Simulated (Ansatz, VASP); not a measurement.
One calculation of BAs, two programs

```
CELL_PARAMETERS angstrom
0.00000 2.38850 2.38850
2.38850 0.00000 2.38850
2.38850 2.38850 0.00000
ATOMIC_POSITIONS crystal
B 0.00000 0.00000 0.00000
As 0.75000 0.75000 0.75000
```

Alike in both runs: task single point; functional PBE; k mesh 6 × 6 × 6; occupations gaussian, width 0.1 eV; no spin polarisation.

|  | VASP | Ansatz |
| --- | --- | --- |
| version | VASP 6.6.1 | Ansatz 0.2.0 |
| potentials or method | VASP PAW PBE potentials, release 64 (B, As), cutoff 500 eV | scalar-relativistic, plane waves, PAW |
| valence electrons in the cell | 8 | 18 |

|  | VASP | Ansatz | Ansatz less VASP |
| --- | --- | --- | --- |
| gap on the k mesh at the Fermi level (eV) | 1.27 | 1.28 | +0.008 |
| least direct gap on the mesh (eV) | 3.27 | 3.28 | +0.005 |
| pressure (GPa) | 3.5 | 2.8 | -0.66 |

VASP's potentials hold 8 valence electrons a cell and Ansatz's 18, so a difference there can come from the potentials and not from the codes.
